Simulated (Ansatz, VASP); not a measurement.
PIr: VASP beside Ansatz

```
CELL_PARAMETERS angstrom
0.00000 2.42637 2.42637
2.42637 0.00000 2.42637
2.42637 2.42637 0.00000
ATOMIC_POSITIONS crystal
Ir 0.00000 0.00000 0.00000
P 0.50000 0.50000 0.50000
```

Alike in both runs: functional LDA; k mesh 14 × 14 × 14; occupations fermi-dirac, width 0.08 eV; no spin polarisation.

Ansatz relaxed the structure, and its values are those at the end. VASP's run is a single point on that final structure, the one shown.

|  | VASP | Ansatz |
| --- | --- | --- |
| version | VASP 6.6.1 | Ansatz 0.2.0 |
| potentials or method | VASP PAW LDA potentials, release 64 (Ir, P) | PAW with Ansatz's default frozen-core files, scalar-relativistic |
| plane-wave cutoff (eV) | 500 | 420 |
| valence electrons in the cell | 14 | 22 |

```csv
,VASP,Ansatz,Ansatz less VASP
pressure (GPa),1.4,0.0,-1.35
```

LDA's correlation is that of Perdew and Zunger in VASP and of Perdew and Wang (1992) in Ansatz. VASP's potentials hold 14 valence electrons a cell and Ansatz's 22, so a difference there can come from the potentials and not from the codes.

Spin-orbit coupling is off throughout.
